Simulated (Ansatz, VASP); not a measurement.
Ta2Se5 in VASP and in Ansatz

```
CELL_PARAMETERS angstrom
5.34552 0.00000 0.00000
-2.67276 4.62936 0.00000
0.00000 0.00000 7.21111
ATOMIC_POSITIONS crystal
Ta 0.00000 0.00000 0.82032
Ta 0.00000 0.00000 0.17968
Se 0.33333 0.66667 0.00000
Se 0.66667 0.33333 0.00000
Se 0.33333 0.66667 0.50000
Se 0.66667 0.33333 0.50000
Se 0.00000 0.00000 0.50000
```

Alike in both runs: task relaxation of cell and atoms; functional PBE; k mesh 6 × 6 × 4; occupations gaussian, width 0.1 eV; no spin polarisation.

|  | VASP | Ansatz |
| --- | --- | --- |
| version | VASP 6.6.1 | Ansatz 0.2.0 |
| potentials or method | VASP PAW PBE potentials, release 64 (Ta_pv, Se), cutoff 600 eV | scalar-relativistic, plane waves, PAW |
| valence electrons in the cell | 52 | 106 |

|  | VASP | Ansatz | Ansatz less VASP |
| --- | --- | --- | --- |
| gap on the k mesh at the Fermi level, each at its own relaxed structure (eV) | none | none | - |
| relaxed volume (Å³/atom) | 23.53 | 23.49 | -0.041 |
| relaxed cell length with the largest relative difference (Å) | 7.871 | 7.861 | -0.0094 |

A gap of «none» marks a metal or a gap that the smearing closes. VASP's potentials hold 52 valence electrons a cell and Ansatz's 106, so a difference there can come from the potentials and not from the codes.

Spin-orbit coupling is off throughout.
